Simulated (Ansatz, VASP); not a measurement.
**One calculation of Be3Se2S, two programs**

```
Be Se S
1.0
    -1.79535    5.38534    2.53683
     1.79535   -5.38534    2.53683
     1.79535    5.38534   -2.53683
Be Se S
3 2 1
Direct
  0.40107 0.24117 0.15990
  0.08127 0.24117 0.84010
  0.76729 0.26729 0.50000
  0.33479 0.00024 0.33455
  0.66569 0.00024 0.66545
  0.99988 0.99988 0.00000
```

Alike in both runs: task single point; functional r2SCAN; k mesh 8 × 8 × 8; occupations gaussian, width 0.02 eV; no spin polarisation.

```csv
,VASP,Ansatz
version,VASP 6.6.1,Ansatz 0.2.0
potentials or method,"VASP PAW PBE potentials, release 64 (Be, Se, S), cutoff 660 eV","scalar-relativistic, plane waves, PAW"
valence electrons in the cell,24,44
```

```tsv
	VASP	Ansatz	Ansatz less VASP
gap on the k mesh at the Fermi level (eV)	3.14	3.14	-0.002
least direct gap on the mesh (eV)	3.31	3.31	-0.001
```

VASP's potentials were made for PBE, not for r2SCAN. VASP's potentials hold 24 valence electrons a cell and Ansatz's 44, so a difference there can come from the potentials and not from the codes.
